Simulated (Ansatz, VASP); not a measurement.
One calculation of Ge, two programs

Contents of INCAR:

```
  PREC = Accurate
  ENCUT = 520
  EDIFF = 1E-6
  ISMEAR = 0
  SIGMA = 0.15
  LREAL = F
  LASPH = T
  NELM = 80
  ALGO = Normal
  ISIF = 2
  LWAVE = F
  LCHARG = T
  GGA = PS
  LELF = T
  LVHAR = T
  NBANDS = 21
```

The input KPOINTS:

```
Automatic mesh
0
Gamma
  20 20 20
```

POSCAR

```
Ge
1.0
   -2.4584595300      2.6111000550      1.4585012050
    2.4584595300     -2.6111000550      1.4585012050
    2.4584595300      2.6111000550     -1.4585012050
Ge
2
Direct
    0.1859430000      0.9359430000      0.2500000000
    0.8140570000      0.0640570000      0.7500000000
```

Input for Ansatz:

```yaml
crystal:
  lattice:
    - [-2.45845953, 2.611100055, 1.458501205]
    - [2.45845953, -2.611100055, 1.458501205]
    - [2.45845953, 2.611100055, -1.458501205]
  atoms:
    - { symbol: Ge, position: [0.185943, 0.935943, 0.25] }
    - { symbol: Ge, position: [0.814057, 0.064057, 0.75] }
basis:
  ecutwfc: 420
kpoints:
  mp_grid: { grid: [20, 20, 20] }
hamiltonian:
  xc: pbesol
scf:
  occupations: { method: gaussian, width: 0.15 }
output:
  forces: true
  stress: true
  eigenvalues: true
```

Change from the starting cell: strain -0.015 along x and y, +0.015 along z, atoms carried along.

Alike in both runs: task single point; functional PBEsol; k mesh 20 × 20 × 20; occupations gaussian, width 0.15 eV; no spin polarisation.

|  | VASP | Ansatz |
| --- | --- | --- |
| version | VASP 6.6.1 | Ansatz 0.2.0 |
| potentials or method | VASP PAW PBE potentials, release 64 (Ge_d), cutoff 520 eV | scalar-relativistic, plane waves, PAW |
| valence electrons in the cell | 28 | 28 |

Ansatz gave:

| Quantity | Value |
| --- | --- |
| gap on the k mesh at the Fermi level (eV) | none |
| pressure (GPa) | -1.3 |
| traceless stress, the component that is largest in VASP (GPa) | -1.21 |
| rms of the force components (eV/Å) | 0.031 |

Q: Estimate VASP's values.

A: gap on the k mesh at the Fermi level (eV): none; pressure (GPa): -1.4; traceless stress, the component that is largest in VASP (GPa): -1.19; rms of the force components (eV/Å): 0.032.

VASP's potentials were made for PBE, not for PBEsol. Atom by atom the forces differ by 0.000 eV/Å (rms over components). A gap of «none» marks a metal or a gap that the smearing closes. The functional is the same, so the differences come from potentials, cutoffs and numerics.
